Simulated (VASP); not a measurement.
# Y: single point with LDA

The system is Y.

```
Y
1.0
     2.79184    0.00000    0.00000
     0.00000    2.79184    0.00000
     0.00000    0.00000    2.79184
Y
1
Cartesian
  0.0000 0.0000 0.0000
```

- Program: VASP 6.6.1
- Task: single point
- Functional: LDA
- Potentials or basis: VASP PAW LDA potentials, release 64 (Y_sv)
- Cutoff: 520 eV
- k mesh: 7 × 7 × 7
- Occupations: methfessel-paxton, width 0.1 eV
- Spin: no spin polarisation
- Dipole correction: no
- Further INCAR settings: ALGO = Normal; EDIFF = 1e-07; NBANDS = 12

```yaml
Pressure: 20.1 GPa
```

Levels at points of the mesh, in eV from the Fermi level:
| k point | band 3 | band 4 | band 5 | band 6 | band 7 | band 8 | band 9 | band 10 |
| --- | --- | --- | --- | --- | --- | --- | --- | --- |
| (0.00, 0.00, 0.00) | -21.13 | -21.13 | -4.65 | -1.43 | -1.43 | 8.33 | 8.33 | 8.33 |

Wall time 6 s on 1 thread of Intel Xeon 6975P-C (shared host), peak memory 0.14 GiB.
